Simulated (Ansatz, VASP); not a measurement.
# GaSb3 in VASP and in Ansatz

```xyz
4
Lattice="0.0000 3.6831 3.7830 3.6831 0.0000 3.7830 3.6831 3.6831 0.0000" Properties=species:S:1:pos:R:3 pbc="T T T"
Ga    0.0000    0.0000    0.0000
Sb    1.8416    1.8416    1.8915
Sb    5.5247    5.5247    5.6744
Sb    3.6831    3.6831    3.7830
```

Alike in both runs: task single point; functional LDA; k mesh 10 × 10 × 10; occupations gaussian, width 0.15 eV; no spin polarisation.

```csv
,VASP,Ansatz
version,VASP 6.6.1,Ansatz 0.2.0
potentials or method,"VASP PAW LDA potentials, release 64 (Ga_d, Sb), cutoff 520 eV","scalar-relativistic, plane waves, PAW"
valence electrons in the cell,28,58
```

```tsv
	VASP	Ansatz	Ansatz less VASP
gap on the k mesh at the Fermi level (eV)	none	none	-
pressure (GPa)	-4.2	-4.2	-0.03
traceless stress, the component that is largest in VASP (GPa)	-0.60	-0.60	+0.006
```

Ansatz warns that its potentials were made for another functional, while VASP's fit it. LDA's correlation is that of Perdew and Zunger in VASP and of Perdew and Wang (1992) in Ansatz. A gap of «none» marks a metal or a gap that the smearing closes. VASP's potentials hold 28 valence electrons a cell and Ansatz's 58, so a difference there can come from the potentials and not from the codes.

Spin-orbit coupling is off throughout.
